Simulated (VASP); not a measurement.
Write the native input for VASP 6.6.1 that does the following.

```yaml
Task: single point
Functional: PBE
Potentials_or_basis: VASP PAW PBE potentials, release 64 (Ti_sv, Co)
Cutoff: 520 eV
k_mesh: 18 × 18 × 18
Occupations: gaussian, width 0.1 eV
Spin: collinear spin, ferromagnetic start
Starting_moments: "[0.0, 1.09] μB"
Dipole_correction: no
Further_INCAR_settings: ALGO = Normal; EDIFF = 1e-06; NBANDS = 22
```

The structure of TiCo lies in POSCAR:

```
TiCo
1.0
    3.0154431599      0.0000000000      0.0000000000
    0.0000000000      3.0154431599      0.0000000000
    0.0000000000      0.0000000000      2.9676737633
Ti Co
1 1
Direct
    0.0000000000      0.0000000000      0.0000000000
    0.5000000000      0.5000000000      0.5000000000
```

This cell differs from its parent crystal: biaxial strain in the a-b plane: +1.0 %.

These files were run (other wordings do the same):

INCAR

```
PREC = Accurate
ENCUT = 520
EDIFF = 1E-6
ISMEAR = 0
SIGMA = 0.1
LREAL = False
LASPH = True
NELM = 150
ALGO = Normal
ISIF = 2
LWAVE = False
LCHARG = True
ISPIN = 2
MAGMOM = 0 1.09
LORBIT = 11
LMAXMIX = 4
GGA = PE
LELF = True
LVHAR = True
NBANDS = 22
```

KPOINTS

```
regular mesh
0
Gamma
  18 18 18
```

Potentials or basis: VASP PAW PBE potentials, release 64 (Ti_sv, Co).

Run with:

```console
$ cat potpaw_PBE.64/Ti_sv/POTCAR potpaw_PBE.64/Co/POTCAR > POTCAR
$ mpirun -np 1 vasp_std > vasp.out
```

Results of the run:

```
Pressure                                              : -2.8 GPa
Net moment                                            : 0.87 μB per cell
Site moments                                          : Ti -0.04; Co +0.97 μB
Valence electrons inside the program's atomic spheres : Ti 10.27; Co 8.27
```

Caveat: the cell differs from its parent crystal (biaxial strain in the a-b plane: +1.0 %).

It took 5.7 min on 1 thread of AMD EPYC 9R45 96-Core Processor (Zen 5), on a shared host, peak memory 0.52 GiB.
